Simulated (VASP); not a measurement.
Crystal: PbSe (Clausthalite).

```
Pb Se
1.0
     0.00000    3.06969    3.06969
     3.06969    0.00000    3.06969
     3.06969    3.06969    0.00000
Pb Se
1 1
Cartesian
  0.0000 0.0000 0.0000
  3.0697 3.0697 3.0697
```

Base run:

| Property | Result |
| --- | --- |
| Program | VASP 6.6.1 |
| Functional | PBE |
| Potentials or basis | VASP PAW PBE potentials, release 64 (Pb_d, Se) |
| Cutoff | 520 eV |
| k mesh | 6 × 6 × 6 |
| Occupations | gaussian, width 0.01 eV |
| Spin | no spin polarisation |

Its results: band gap on the k mesh 0.32 eV, direct; pressure 1.9 GPa.

Problem. After a change of settings the same cell gave: band gap on the k mesh 0.61 eV, direct; pressure 1.1 GPa. Which change was it?
A. k mesh from 6 × 6 × 6 to 4 × 4 × 4; further incar settings from ALGO = Normal; EDIFF = 1e-06; NBANDS = 17 to ALGO = Normal; EDIFF = 1e-07; NBANDS = 17
B. k mesh from 6 × 6 × 6 to 4 × 4 × 4
C. functional from PBE to r2SCAN; k mesh from 6 × 6 × 6 to 4 × 4 × 4

Solution. C.

Caveats: some runs use coarse meshes; spin-orbit coupling is left out, which moves the levels of the heavy elements; the PAW data sets were made with another functional, which shifts forces and pressure a little (some runs).
